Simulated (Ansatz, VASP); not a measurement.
NbAs: VASP beside Ansatz

```
CELL_PARAMETERS angstrom
-1.70252 1.70252 5.76107
1.70252 -1.70252 5.76107
1.70252 1.70252 -5.76107
ATOMIC_POSITIONS crystal
Nb 0.50000 0.00000 0.50000
Nb 0.75000 0.75000 0.00000
As 0.91600 0.41600 0.50000
As 0.16600 0.16600 0.00000
```

Change from the starting cell: volume scaled by 0.96.

Alike in both runs: task single point; functional PBE; k mesh 11 × 11 × 11; occupations fermi-dirac, width 0.05 eV; no spin polarisation.

|  | VASP | Ansatz |
| --- | --- | --- |
| version | VASP 6.6.1 | Ansatz 0.2.0 |
| potentials or method | VASP PAW PBE potentials, release 64 (Nb_sv, As), cutoff 520 eV | all-electron LAPW, scalar-relativistic |

Ansatz gave:

* gap on the k mesh at the Fermi level (eV): 0.03
* least direct gap on the mesh (eV): 0.08
* pressure (GPa): 11.2
* traceless stress, the component that is largest in VASP (GPa): -0.12
* rms of the force components (eV/Å): 0.203

Q: What did VASP give for the same quantities?

A: gap on the k mesh at the Fermi level (eV): 0.03; least direct gap on the mesh (eV): 0.09; pressure (GPa): 11.3; traceless stress, the component that is largest in VASP (GPa): -0.15; rms of the force components (eV/Å): 0.204.

Atom by atom the forces differ by 0.001 eV/Å (rms over components). Ansatz ran all-electron here, and VASP with PAW potentials.
